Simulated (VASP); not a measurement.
# Os (P6_3/mmc) in VASP: a series of runs, part 2 of 2

VASP 6.6.1. Earlier steps stand in the parts before.

**3. Single point, PBEsol**

File INCAR:

```
SYSTEM = Os
PREC = Accurate ; ENCUT = 520
EDIFF = 1E-7 ; ISMEAR = 0
SIGMA = 0.1 ; LREAL = .FALSE.
LASPH = .TRUE. ; NELM = 80
ALGO = Normal ; ISIF = 2
LWAVE = .FALSE. ; LCHARG = .FALSE.
GGA = PS ; NBANDS = 15
```

File KPOINTS:

```
Automatic mesh
0
G
  18 18 10
  0 0 0
```

File POSCAR:

```
Os
1.0
    2.7272132469      0.0000000000      0.0000000000
   -1.3636066235      2.3618359534      0.0000000000
    0.0000000000      0.0000000000      4.3132446889
Os
2
Direct
    0.3333333333      0.6666666667      0.2500000000
    0.6666666667      0.3333333333      0.7500000000
```

Potentials or basis: VASP PAW PBE potentials, release 64 (Os).

On the command line:

```bash
> cat potpaw_PBE.64/Os/POTCAR > POTCAR
> mpirun -np 1 vasp_std > vasp.out
```

OUTCAR:

```text
SYSTEM = Os
   PREC = Accurate
   ENCUT = 520
   EDIFF = 1E-7
   ISMEAR = 0
   LREAL = .FALSE.
   LASPH = .TRUE.
   NELM = 80
   ISIF = 2
   GGA = PS

 ion  position               nearest neighbor table
   1  0.333  0.667  0.250-   2 2.67   2 2.67   2 2.67   2 2.67   2 2.67   2 2.67
   2  0.667  0.333  0.750-   1 2.67   1 2.67   1 2.67   1 2.67   1 2.67   1 2.67

  LATTYP: Found a hexagonal cell.
 ALAT       =     2.7272132469
 C/A-ratio  =     1.5815575455

  Lattice vectors:

 A1 = (   2.7272132469,   0.0000000000,   0.0000000000)
 A2 = (  -1.3636066235,   2.3618359534,   0.0000000000)
[... 612 lines left out ...]
     12      16.4116      0.00000
     13      18.8700      0.00000
     14      19.9559      0.00000
     15      21.7357      0.00000

 [... further k-points ...]
[... 5 lines left out ...]
  --------------------------------------------------------------------------------------
  -------------------------------------------------------------------------------------
  Total        0.0891779      0.0891779      0.0744214     -0.0000000     -0.0000000      0.0000000
  in kB        5.1427425      5.1427425      4.2917630     -0.0000000     -0.0000000      0.0000000
  external PRESSURE =       4.8590827 kB  Pullay stress =       0.0000000 kB

 VOLUME and BASIS-vectors are now :
 -----------------------------------------------------------------------------
  energy-cutoff  :      520.00
  volume of cell :       27.78
      direct lattice vectors                 reciprocal lattice vectors
     2.727213247  0.000000000  0.000000000     0.366674664  0.211699716  0.000000000
    -1.363606623  2.361835953  0.000000000     0.000000000  0.423399432  0.000000000
     0.000000000  0.000000000  4.313244689     0.000000000  0.000000000  0.231844023

 POSITION                                       TOTAL-FORCE (eV/Angst)
 -----------------------------------------------------------------------------------
     -0.00000      1.57456      1.07831        -0.000000      0.000000      0.000000
      1.36361      0.78728      3.23493         0.000000      0.000000      0.000000
 -----------------------------------------------------------------------------------
    total drift:                               -0.000000      0.000000     -0.000000

  FREE ENERGIE OF THE ION-ELECTRON SYSTEM (eV)
  ---------------------------------------------------
  free  energy   TOTEN  =       -24.4856640729 eV

  energy  without entropy=      -24.4782876696  energy(sigma->0) =      -24.48197587
```

OSZICAR:

```text
N       E                     dE             d eps       ncg     rms          rms(c)
DAV:   1     0.102035366631E+03    0.10204E+03   -0.74748E+03  6660   0.103E+03
DAV:   2    -0.212007451277E+02   -0.12324E+03   -0.10737E+03  6779   0.327E+02
DAV:   3    -0.259907375350E+02   -0.47900E+01   -0.46041E+01  9012   0.569E+01
DAV:   4    -0.260280877926E+02   -0.37350E-01   -0.37247E-01  7304   0.511E+00
DAV:   5    -0.260282804740E+02   -0.19268E-03   -0.19267E-03  9069   0.349E-01    0.246E+01
DAV:   6    -0.248397531193E+02    0.11885E+01   -0.99878E-01  8431   0.850E+00    0.111E+01
DAV:   7    -0.244950888995E+02    0.34466E+00   -0.66495E-01  8627   0.681E+00    0.577E-01
DAV:   8    -0.244886780259E+02    0.64109E-02   -0.68074E-03  6863   0.629E-01    0.360E-01
DAV:   9    -0.244856666445E+02    0.30114E-02   -0.17161E-03  8158   0.428E-01    0.511E-02
DAV:  10    -0.244856850268E+02   -0.18382E-04   -0.63438E-05  8648   0.692E-02    0.114E-02
DAV:  11    -0.244856648430E+02    0.20184E-04   -0.44632E-06  7507   0.224E-02    0.140E-03
DAV:  12    -0.244856642278E+02    0.61517E-06   -0.10115E-07  7194   0.316E-03    0.103E-03
DAV:  13    -0.244856640975E+02    0.13029E-06   -0.76594E-09  4464   0.791E-04    0.307E-04
DAV:  14    -0.244856640729E+02    0.24649E-07   -0.14887E-09  3974   0.439E-04
   1 F= -.24485664E+02 E0= -.24481976E+02  d E =-.737640E-02
```

stdout:

```text
POSCAR found type information on POSCAR Os
 POSCAR found :  1 types and       2 ions
 scaLAPACK will be used
 -----------------------------------------------------------------------------
|                                                                             |
|                                                                             |
|     You enforced a specific xc type in the INCAR file but a different       |
|     I HOPE YOU KNOW WHAT YOU ARE DOING!                                     |
|                                                                             |
 -----------------------------------------------------------------------------

 LDA part: xc-table for (Slater+PW92), standard interpolation
 POSCAR, INCAR and KPOINTS ok, starting setup
 FFT: planning ... GRIDC
 FFT: planning ... GRID_SOFT
 FFT: planning ... GRID
 WAVECAR not read
 entering main loop
```

Wall time 77 s (1 thread of Oxide Virtual Turin-like, shared host); peak memory 0.16 GiB.

Results:

* Free energy: -24.4857 eV
* Pressure: 0.5 GPa
* Band gap on the k mesh: zero (bands 8 and 9 overlap by 4.00 eV)

Caveat: the PAW data sets were made with another functional, which shifts forces and pressure a little; spin-orbit coupling is left out, which moves the levels of the heavy elements.

**4. Single point, PBEsol**

File INCAR:

```
SYSTEM = Os
PREC = Accurate ; ENCUT = 520
EDIFF = 1E-6 ; ISMEAR = -1
SIGMA = 0.15 ; LREAL = .False.
LASPH = .True. ; NELM = 60
ALGO = Normal ; ISIF = 2
LWAVE = .False. ; LCHARG = .False.
GGA = PS ; NBANDS = 15
```

File KPOINTS:

```
Automatic mesh
0
Gamma
  18 18 10
  0 0 0
```

File POSCAR:

```
Os
1.0
    2.7289174781      0.0000000000      0.0000000000
   -1.3644587391      2.3633118608      0.0000000000
    0.0000000000      0.0000000000      4.3114564536
Os
2
Direct
    0.3333333333      0.6666666667      0.2500000000
    0.6666666667      0.3333333333      0.7500000000
```

On the command line:

```bash
> cat potpaw_PBE.64/Os/POTCAR > POTCAR
> mpirun -np 1 vasp_std > vasp.out
```

Wall time 67 s (1 thread of Oxide Virtual Turin-like, shared host); peak memory 0.16 GiB.

Results (log left out):

```
Free energy            : -24.5300 eV
Pressure               : 0.5 GPa
Band gap on the k mesh : zero (bands 8 and 9 overlap by 3.98 eV)
```

Stress tensor (GPa, compression positive):
```
0.50 0.00 0.00
0.00 0.50 0.00
0.00 0.00 0.42
```

Levels at points of the mesh, in eV from the Fermi level:
| k point | band 4 | band 5 | band 6 | band 7 | band 8 | band 9 | band 10 | band 11 | band 12 | band 13 |
| --- | --- | --- | --- | --- | --- | --- | --- | --- | --- | --- |
| (0.00, 0.00, 0.00) | -3.11 | -2.86 | -2.26 | -2.26 | -1.60 | -1.60 | -0.02 | 1.69 | 1.69 | 9.10 |
| (0.50, 0.00, 0.00) | -3.61 | -2.97 | -2.62 | -1.93 | 2.05 | 2.62 | 2.74 | 4.44 | 5.73 | 9.35 |
| (0.00, 0.00, 0.50) | -3.64 | -3.31 | -3.31 | -3.31 | -3.31 | 0.89 | 0.89 | 0.89 | 0.89 | 13.73 |
| (0.50, 0.00, 0.50) | -5.42 | -1.24 | -1.24 | -0.20 | -0.20 | 2.39 | 2.39 | 3.31 | 3.31 | 9.16 |

Caveat: the PAW data sets were made with another functional, which shifts forces and pressure a little; spin-orbit coupling is left out, which moves the levels of the heavy elements.

**5. Relaxation of cell and atoms, PBEsol**

File INCAR:

```
SYSTEM = Os
  PREC = Accurate
  ENCUT = 600
  EDIFF = 1E-6
  ISMEAR = -1
  SIGMA = 0.15
  LREAL = .FALSE.
  LASPH = .TRUE.
  NELM = 60
  ALGO = Normal
  ISIF = 3
  LWAVE = .FALSE.
  LCHARG = .FALSE.
  GGA = PS
  IBRION = 2
  NSW = 80
  EDIFFG = -0.001
```

File KPOINTS:

```
regular mesh
0
G
  18 18 10
  0 0 0
```

File POSCAR:

```
Os
1.0
    2.7272132469      0.0000000000      0.0000000000
   -1.3636066235      2.3618359534      0.0000000000
    0.0000000000      0.0000000000      4.3132446889
Os
2
Direct
    0.3333333333      0.6666666667      0.2500000000
    0.6666666667      0.3333333333      0.7500000000
```

On the command line:

```bash
> cat potpaw_PBE.64/Os/POTCAR > POTCAR
> mpirun -np 1 vasp_std > vasp.out
```

Wall time 5 min (1 thread of Oxide Virtual Turin-like, shared host); peak memory 0.2 GiB.

It converged, with:

```yaml
Free_energy: -24.5309 eV
Relaxed_volume: 13.92 Å³/atom
Relaxed_cell: a = 2.730 Å, b = 2.730 Å, c = 4.313 Å, α = 90.00°, β = 90.00°, γ = 120.00°
Space_group_after_relaxing_to_0.1_Å: P6_3/mmc (No. 194)
Energy_gained_by_relaxing: 0.1 meV/atom
Ionic_steps: 5
Pressure_after_relaxing: 0.0 GPa
Band_gap_on_the_k_mesh: zero (bands 8 and 9 overlap by 3.97 eV)
```

The path:
```csv
step,energy change (eV),largest force (eV/Å),pressure (GPa),volume (Å³)
1,0.0000,0.0000,0.97,27.78
2,0.0035,0.0000,-4.23,28.12
3,-0.0002,0.0000,-0.06,27.85
4,-0.0002,0.0000,0.10,27.84
5,-0.0002,0.0000,0.00,27.84
```

Final structure:
```
CELL_PARAMETERS angstrom
2.73035 0.00000 0.00000
-1.36518 2.36455 0.00000
0.00000 0.00000 4.31289
ATOMIC_POSITIONS crystal
Os 0.33333 0.66667 0.25000
Os 0.66667 0.33333 0.75000
```

Levels at points of the mesh, in eV from the Fermi level:
```
           k point  band 6  band 7  band 8  band 9  band 10  band 11
(0.00, 0.00, 0.00)   -2.26   -2.26   -1.60   -1.60    -0.02     1.69
(0.50, 0.00, 0.00)   -2.62   -1.92    2.04    2.61     2.74     4.43
(0.00, 0.00, 0.50)   -3.30   -3.30   -3.30    0.89     0.89     0.89
(0.50, 0.00, 0.50)   -1.24   -0.20   -0.20    2.38     2.38     3.31
```

Caveat: the PAW data sets were made with another functional, which shifts forces and pressure a little; spin-orbit coupling is left out, which moves the levels of the heavy elements.

**6. The runs side by side**

```tsv
task	cell	cutoff (eV)	smearing	gap on the mesh (eV)	pressure (GPa)
relaxation of cell and atoms	relaxed to 5 GPa from a = 2.729, b = 2.729, c = 4.311 Å, angles 90.0, 90.0, 120.0°, 2 atoms	600	fermi-dirac 0.15 eV	none	5.0
single point	a = 2.727, b = 2.727, c = 4.313 Å, angles 90.0, 90.0, 120.0°, 2 atoms	520	gaussian 0.1 eV	none	0.5
single point	a = 2.729, b = 2.729, c = 4.311 Å, angles 90.0, 90.0, 120.0°, 2 atoms	520	fermi-dirac 0.15 eV	none	0.5
relaxation of cell and atoms	relaxed from a = 2.727, b = 2.727, c = 4.313 Å, angles 90.0, 90.0, 120.0°, 2 atoms	600	fermi-dirac 0.15 eV	none	0.0
```

Alike in all rows: level PBEsol; potentials or basis VASP PAW PBE potentials, release 64 (Os); no spin polarisation; k mesh 18 × 18 × 10.

Caveats: the PAW data sets were made with another functional, which shifts forces and pressure a little; spin-orbit coupling is left out, which moves the levels of the heavy elements; the cell is relaxed towards a set pressure, so the run minimises the enthalpy, not the energy (at least some runs).

Total energies depend on the potentials used, so only differences within one code and one set of settings carry meaning.
